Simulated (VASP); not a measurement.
Crystal: PbSe.

```
Pb Se
1.0
    -2.18808    2.18808    3.16443
     2.18808   -2.18808    3.16443
     2.18808    2.18808   -3.16443
Pb Se
1 1
Direct
  0.51728 0.51728 0.00000
  0.97733 0.97733 0.00000
```

```yaml
Program: VASP 6.6.1
Task: relaxation of cell and atoms
Functional: PBE
Potentials_or_basis: VASP PAW PBE potentials, release 64 (Pb_d, Se)
Cutoff: 600 eV
k_mesh: 6 × 6 × 6
Occupations: gaussian, width 0.1 eV
Spin: no spin polarisation
```

At the start: pressure 0.3 GPa; volume 30.30 Å³/atom.

Q: Where does the relaxation end?

A: Over 8 steps the energy falls by 3.6 meV/atom and the volume is 30.15 Å³/atom (-0.5 %); space group I4mm (No. 107, to 0.1 Å) before and after.

Step by step:
| step | energy change (eV) | largest force (eV/Å) | pressure (GPa) | volume (Å³) |
| --- | --- | --- | --- | --- |
| 1 | 0.0000 | 0.1024 | 0.29 | 60.60 |
| 2 | -0.0011 | 0.0714 | -0.12 | 61.09 |
| 3 | -0.0012 | 0.0642 | -0.23 | 61.22 |
| 4 | -0.0022 | 0.0584 | -0.21 | 61.10 |
| 5 | -0.0047 | 0.0439 | -0.10 | 60.73 |
| 6 | -0.0064 | 0.0295 | 0.22 | 59.98 |
| 7 | -0.0070 | 0.0153 | 0.10 | 60.08 |
| 8 | -0.0073 | 0.0012 | -0.14 | 60.29 |

Final structure:
```
Pb Se
1.0
    -2.19910    2.19910    3.11692
     2.19910   -2.19910    3.11692
     2.19910    2.19910   -3.11692
Pb Se
1 1
Direct
  0.50205 0.50205 0.00000
  0.99255 0.99255 0.00000
```
